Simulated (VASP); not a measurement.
# PtS2 (P-3m1) in VASP: single point with HSE06

Aim: the single point of PtS2 with HSE06.

Program: VASP 6.6.1. These are calculated values, not measurements. Logs are shortened: lines on timing, memory, paths and dates and some standing lists are left out, and cuts for length are marked.

## 1. The cell of the first run

Symmetry: P-3m1, No. 164, trigonal system. The conventional cell has a = 3.730 Å, b = 3.730 Å, c = 4.677 Å, α = 90.00°, β = 90.00°, γ = 120.00°. Pt (site symmetry -3m) has 6 S at 2.43 Å within 3.2 Å. Within 3.3 Å of S (site symmetry 3m) lie 3 Pt at 2.43 Å and 6 S at 3.13 to 3.23 Å.

## 2. Single point, HSE06 (epitaxial xy strain +5.0%)

POSCAR reads:

```
PtS2
1.0
    3.7302736570      0.0000000000      0.0000000000
   -1.8651368285      3.2305117500      0.0000000000
    0.0000000000      0.0000000000      4.6769115328
Pt S
1 2
Direct
    0.0000000000      0.0000000000      0.0000000000
    0.3333333333      0.6666666667      0.2423343656
    0.6666666667      0.3333333333      0.7576656344
```

INCAR.step1 reads:

```
ALGO     = Normal         # electronic algorithm
EDIFF    = 1E-5           # SCF threshold, eV
ENCUT    = 400            # plane-wave cutoff, eV
GGA      = PE             # functional
GGA_COMPAT= False        
ISIF     = 2              # what is computed and relaxed
ISMEAR   = -1             # smearing method
LASPH    = True           # aspherical terms in the spheres
LREAL    = False          # projectors in reciprocal space
LWAVE    = True           # write WAVECAR
NBANDS   = 18             # bands
NELM     = 120            # most SCF steps
PREC     = Accurate       # precision mode
SIGMA    = 0.02           # smearing width, eV
```

INCAR.step2 reads:

```
ALGO     = Normal         # electronic algorithm
EDIFF    = 1E-6           # SCF threshold, eV
ENCUT    = 400            # plane-wave cutoff, eV
GGA      = PE             # functional
GGA_COMPAT= False        
HFSCREEN = 0.2079         # screening, 1/A
ISIF     = 2              # what is computed and relaxed
ISMEAR   = -1             # smearing method
ISTART   = 1            
LASPH    = True           # aspherical terms in the spheres
LCHARG   = True           # write CHGCAR
LELF     = True           # ELF
LHFCALC  = True           # exact exchange
LREAL    = False          # projectors in reciprocal space
LVHAR    = True         
LWAVE    = False          # write WAVECAR
NBANDS   = 18             # bands
NELM     = 120            # most SCF steps
PREC     = Accurate       # precision mode
PRECFOCK = Normal       
SIGMA    = 0.02           # smearing width, eV
```

KPOINTS reads:

```
k-points
0
Gamma
  6 6 4
```

Potentials or basis: VASP PAW PBE potentials, release 64 (Pt, S).

Launch:

```console
cat potpaw_PBE.64/Pt/POTCAR potpaw_PBE.64/S/POTCAR > POTCAR
cp INCAR.step1 INCAR
mpirun -np 1 vasp_std > vasp.out
cp INCAR.step2 INCAR
mpirun -np 1 vasp_std > vasp.out
```

OUTCAR:

```text
EDIFF = 1E-6
   ENCUT = 400
   GGA = PE
   HFSCREEN = 0.2079
   ISIF = 2
   ISMEAR = -1
   ISTART = 1
   LASPH = True
   LHFCALC = True
   LREAL = False
   NELM = 120
   PREC = Accurate
   PRECFOCK = Normal

 ion  position               nearest neighbor table
   1  0.000  0.000  0.000-   2 2.43   3 2.43   2 2.43   3 2.43   3 2.43   2 2.43
   2  0.333  0.667  0.242-   1 2.43   1 2.43   1 2.43
   3  0.667  0.333  0.758-   1 2.43   1 2.43   1 2.43

  LATTYP: Found a hexagonal cell.
 ALAT       =     3.7302736570
 C/A-ratio  =     1.2537716969

  Lattice vectors:

 A1 = (   3.7302736570,   0.0000000000,   0.0000000000)
 A2 = (  -1.8651368285,   3.2305117500,   0.0000000000)
 A3 = (   0.0000000000,   0.0000000000,   4.6769115328)

Analysis of symmetry for initial positions (statically):
=====================================================================
 Subroutine PRICEL returns:
 Original cell was already a primitive cell.

 Routine SETGRP: Setting up the symmetry group for a
 hexagonal supercell.

 Subroutine GETGRP returns: Found 12 space group operations
 (whereof 12 operations were pure point group operations)
 out of a pool of 24 trial point group operations.

The static configuration has the point symmetry D_3d.

Analysis of symmetry for dynamics (positions and initial velocities):
=====================================================================
 Subroutine PRICEL returns:
 Original cell was already a primitive cell.

 Routine SETGRP: Setting up the symmetry group for a
 hexagonal supercell.

 Subroutine GETGRP returns: Found 12 space group operations
 (whereof 12 operations were pure point group operations)
 out of a pool of 24 trial point group operations.

The dynamic configuration has the point symmetry D_3d.

 Subroutine INISYM returns: Found 12 space group operations
 (whereof 12 operations are pure point group operations),
 and found     1 'primitive' translations

----------------------------------------------------------------------------------------

                                     Primitive cell

  volume of cell :      56.3600

  direct lattice vectors                    reciprocal lattice vectors
     3.730273657  0.000000000  0.000000000     0.268076847  0.154774240  0.000000000
    -1.865136829  3.230511750  0.000000000     0.000000000  0.309548479  0.000000000
     0.000000000  0.000000000  4.676911533     0.000000000  0.000000000  0.213816317

  length of vectors
     3.730273657  3.730273657  4.676911533     0.309548479  0.309548479  0.213816317

  position of ions in fractional coordinates (direct lattice)
     0.000000000  0.000000000  0.000000000
     0.333333333  0.666666667  0.242334366
     0.666666667  0.333333333  0.757665634

  ion indices of the primitive-cell ions
   primitive index   ion index
                 1           1
                 2           2
                 3           3

----------------------------------------------------------------------------------------

 KPOINTS: k-points

Automatic generation of k-mesh.
 Grid dimensions read from file:
 generate k-points for:    6    6    4

 Generating k-lattice:

  Cartesian coordinates                     Fractional coordinates (reciprocal lattice)
     0.044679474  0.025795707  0.000000000     0.166666667 -0.000000000  0.000000000
     0.000000000  0.051591413  0.000000000     0.000000000  0.166666667  0.000000000
     0.000000000  0.000000000  0.053454079     0.000000000  0.000000000  0.250000000

  Length of vectors
     0.051591413  0.051591413  0.053454079

  Shift w.r.t. Gamma in fractional coordinates (k-lattice)
     0.000000000  0.000000000  0.000000000

 Subroutine IBZKPT returns following result:
 ===========================================

 Found     24 irreducible k-points:

 Following reciprocal coordinates:
            Coordinates               Weight
  0.000000  0.000000  0.000000      1.000000
  0.166667 -0.000000  0.000000      6.000000
  0.333333 -0.000000  0.000000      6.000000
  0.500000 -0.000000  0.000000      3.000000
  0.166667  0.166667  0.000000      6.000000
  0.333333  0.166667  0.000000     12.000000
[... 16 lines left out ...]
  0.333333  0.166667  0.500000     12.000000
  0.333333  0.333333  0.500000      2.000000
   k-points           NKPTS =     24   k-points in BZ     NKDIM =    144   number of bands    NBANDS=     18
   number of dos      NEDOS =    301   number of ions     NIONS =      3
   total plane-waves  NPLWV =  18432
   dimension x,y,z NGX =    24 NGY =   24 NGZ =   32
   dimension x,y,z NGXF=    48 NGYF=   48 NGZF=   64
   ions per type =               1   2
   NGX,Y,Z   is equivalent  to a cutoff of  10.70, 10.70, 11.37 a.u.
   NGXF,Y,Z  is equivalent  to a cutoff of  21.39, 21.39, 22.75 a.u.
 SYSTEM =  unknown system
   PREC   = accura    normal or accurate (medium, high low for compatibility)
   ISTART =      1    job   : 0-new  1-cont  2-samecut
   ICHARG =      0    charge: 1-file 2-atom 10-const
   ISPIN  =      1    spin polarized calculation?
   LNONCOLLINEAR =      F non collinear calculations
   LSORBIT =      F    spin-orbit coupling
   LASPH  =      T    aspherical Exc in radial PAW
   ENCUT  =  400.0 eV  29.40 Ry    5.42 a.u.   6.08  6.08  7.63*2*pi/ulx,y,z
   NELM   =    120;   NELMIN=  2; NELMDL=  0     # of ELM steps
   EDIFF  = 0.1E-05   stopping-criterion for ELM
   LREAL  =      F    real-space projection
   EDIFFG = 0.1E-04   stopping-criterion for IOM
   NSW    =      0    number of steps for IOM
   IBRION =     -1    ionic relax: 0-MD 1-quasi-New 2-CG
   NFREE  =      0    steps in history (QN), initial steepest desc. (CG)
   ISIF   =      2    stress and relaxation
   ISYM   =      3    0-nonsym 1-usesym 2-fastsym
   POTIM  = 0.5000    time-step for ionic-motion
   TEBEG  =    0.0;   TEEND  =   0.0 temperature during run
   PSTRESS=    0.0 pullay stress
   NELECT =      22.0000    total number of electrons
   NUPDOWN=      -1.0000    fix difference up-down
   EMIN   =  10.00;   EMAX   =-10.00  energy-range for DOS
   EFERMI =   0.00;   METHOD = LEGACY
   ISMEAR =    -1;   SIGMA  =   0.02  broadening in eV -4-tet -1-fermi 0-gaus
   EFERMI_NEDOS =   21; number of points for ismear=-14 and -15
   IALGO  =     38    algorithm
   IMIX   =      1    mixing-type and parameters
     AMIX     =   0.40;   BMIX     =  1.00
     AMIX_MAG =   1.60;   BMIX_MAG =  1.00
  volume/ion in A,a.u.               =      18.79       126.78
  Fermi-wavevector in a.u.,A,eV,Ry     =   1.196443  2.260949 19.476410  1.431476
  Thomas-Fermi vector in A             =   2.332383
   LORBIT       =      0    0 simple, 1 ext, 2 COOP (PROOUT), +10 PAW based schemes
   GGA     = PE    functional components
   LHFCALC =     T    Hartree Fock is set to
   PRECFOCK=normal    Normal, Fast or Accurate (Low or Medium for compatibility)
   ENCUT4O =  -1.0   cutoff for four orbital integrals eV
   NKREDX  =     1    reduce k-point grid by
   NKREDY  =     1    reduce k-point grid by
   NKREDZ  =     1    reduce k-point grid by
   AEXX    =    0.2500 exact exchange contribution
   HFSCREEN=    0.2079 screening length (either q_TF or 0.3 A-1)
   HFSCREENC=   0.2079 screening length for correlation (either q_TF or 0.3 A-1)
   ENCUTFOCK=  -1.0 apply spherical cutoff to Coloumb kernel
   IVDW    =     0    specifies the selected vdW correction
   LEPSILON=     F    determine dielectric tensor
   LRPA    =     F    only Hartree local field effects (RPA)
 non-spin polarized calculation
  energy-cutoff  :      400.00
  volume of cell :       56.36
 maximum number of plane-waves:      1044
  NGX = 20; NGY = 20; NGZ = 24

 number of electron      21.9999998 magnetization

 Free energy of the ion-electron system (eV)
  ---------------------------------------------------
  ext. energy  EPLUGINS =         0.00000000
  ---------------------------------------------------
  free energy    TOTEN  =       -18.37524866 eV

  energy without entropy =      -18.37524863  energy(sigma->0) =      -18.37524864

 E-fermi :   6.5805     XC(G=0):  -8.7372

 val. band max:        6.3341160623   @ k =   0.0000   0.0000   0.0000
 cond. band min:       6.8636125191   @ k =   0.0000   0.3333   0.2500
 fundamental gap:      0.5294964568
 Fermi energy:         6.5805246421

 k-point     1 :       0.0000    0.0000    0.0000
  band No.  band energies     occupation
      1     -10.6739      2.00000
      2      -7.1663      2.00000
      3      -1.3607      2.00000
      4      -1.2471      2.00000
      5      -1.2471      2.00000
      6       1.5220      2.00000
[... 10 lines left out ...]
     17      14.5668      0.00000
     18      19.2444      0.00000

 k-point     2 :       0.1667   -0.0000    0.0000
  band No.  band energies     occupation
      1     -10.3442      2.00000
      2      -7.4321      2.00000
      3      -1.0429      2.00000
      4      -0.9957      2.00000
      5      -0.8120      2.00000
      6       1.1466      2.00000
[... 10 lines left out ...]
     17      15.4471      0.00000
     18      16.9886      0.00000

 k-point     3 :       0.3333   -0.0000    0.0000
  band No.  band energies     occupation
      1      -9.5029      2.00000
      2      -7.9697      2.00000
      3      -0.9305      2.00000
      4      -0.4424      2.00000
      5       0.1087      2.00000
      6       0.4818      2.00000
[... 10 lines left out ...]
     17      15.4509      0.00000
     18      15.7519      0.00000

 k-point     4 :       0.5000   -0.0000    0.0000
  band No.  band energies     occupation
      1      -8.6535      2.00000
      2      -8.5592      2.00000
      3      -1.6452      2.00000
      4      -0.2014      2.00000
      5       0.3944      2.00000
      6       1.8694      2.00000
[... 375 lines left out ...]
      4      -0.8038      2.00000
      5      -0.0701      2.00000
      6       0.8031      2.00000
[... 10 lines left out ...]
     17      15.9720      0.00000
     18      16.5982      0.00000

 k-point    23 :       0.3333    0.1667    0.5000
  band No.  band energies     occupation
      1      -8.6571      2.00000
      2      -8.4103      2.00000
      3      -1.6341      2.00000
      4      -0.7921      2.00000
      5       0.1410      2.00000
      6       1.0822      2.00000
[... 10 lines left out ...]
     17      16.4248      0.00000
     18      17.3916      0.00000

 k-point    24 :       0.3333    0.3333    0.5000
  band No.  band energies     occupation
      1      -8.4289      2.00000
      2      -8.4289      2.00000
      3      -0.9129      2.00000
      4      -0.9129      2.00000
      5      -0.6411      2.00000
      6       1.3789      2.00000
[... 10 lines left out ...]
     17      15.5322      0.00000
     18      17.5969      0.00000

------------------------ aborting loop because EDIFF is reached ----------------------------------------

  FORCE on cell =-STRESS in cart. coord.  units (eV):
  Direction    XX          YY          ZZ          XY          YZ          ZX
  --------------------------------------------------------------------------------------
  -------------------------------------------------------------------------------------
  Total       -4.4837139     -4.4837139     -0.0204510      0.0000000      0.0000000      0.0000000
  in kB     -127.4609952   -127.4609952     -0.5813729      0.0000000      0.0000000      0.0000000
  external PRESSURE =     -85.1677877 kB  Pullay stress =       0.0000000 kB

 VOLUME and BASIS-vectors are now :
 -----------------------------------------------------------------------------
  energy-cutoff  :      400.00
  volume of cell :       56.36
      direct lattice vectors                 reciprocal lattice vectors
     3.730273657  0.000000000  0.000000000     0.268076847  0.154774240  0.000000000
    -1.865136829  3.230511750  0.000000000     0.000000000  0.309548479  0.000000000
     0.000000000  0.000000000  4.676911533     0.000000000  0.000000000  0.213816317

 POSITION                                       TOTAL-FORCE (eV/Angst)
 -----------------------------------------------------------------------------------
      0.00000      0.00000      0.00000        -0.000000      0.000000      0.000000
     -0.00000      2.15367      1.13338         0.000000     -0.000000     -0.348728
      1.86514      1.07684      3.54354        -0.000000      0.000000      0.348728
 -----------------------------------------------------------------------------------
    total drift:                                0.000000      0.000000     -0.000015

  FREE ENERGIE OF THE ION-ELECTRON SYSTEM (eV)
  ---------------------------------------------------
  free  energy   TOTEN  =       -18.3752486612 eV

  energy  without entropy=      -18.3752486258  energy(sigma->0) =      -18.37524864
```

Run time: 75 min. Hardware: 1 thread of Intel Xeon 8259CL, shared host; peak memory 0.27 GiB.

What came out:

* Free energy: -18.3752 eV
* Pressure: -8.5 GPa
* Largest force: 0.349 eV/Å
* Band gap on the k mesh: 0.53 eV (least direct gap 1.37 eV)

Forces in eV/Å, atoms in the order of the input:
```
Pt   0.000  0.000  0.000
S    0.000  0.000 -0.349
S    0.000  0.000  0.349
```

Levels at points of the mesh, in eV from the valence-band top:
| k point | band 7 | band 8 | band 9 | band 10 | band 11 | band 12 | band 13 | band 14 | band 15 | band 16 |
| --- | --- | --- | --- | --- | --- | --- | --- | --- | --- | --- |
| (0.00, 0.00, 0.00) | -4.81 | -2.69 | -1.75 | -1.75 | 0.00 | 1.88 | 1.88 | 4.53 | 5.39 | 8.23 |
| (0.50, 0.00, 0.00) | -4.44 | -4.37 | -4.36 | -3.62 | -3.14 | 1.29 | 2.86 | 5.71 | 7.36 | 8.48 |
| (0.00, 0.00, 0.50) | -4.88 | -3.03 | -2.14 | -2.14 | -1.85 | 2.77 | 2.77 | 6.12 | 7.24 | 7.49 |
| (0.50, 0.00, 0.50) | -4.46 | -4.35 | -3.68 | -3.55 | -1.47 | 1.58 | 1.85 | 6.01 | 6.05 | 9.30 |

Caveat: the cell differs from its parent crystal (epitaxial xy strain +5.0%); the cell stands under tension; the PAW data sets were made with another functional, which shifts forces and pressure a little; spin-orbit coupling is left out, which moves the levels of the heavy elements.
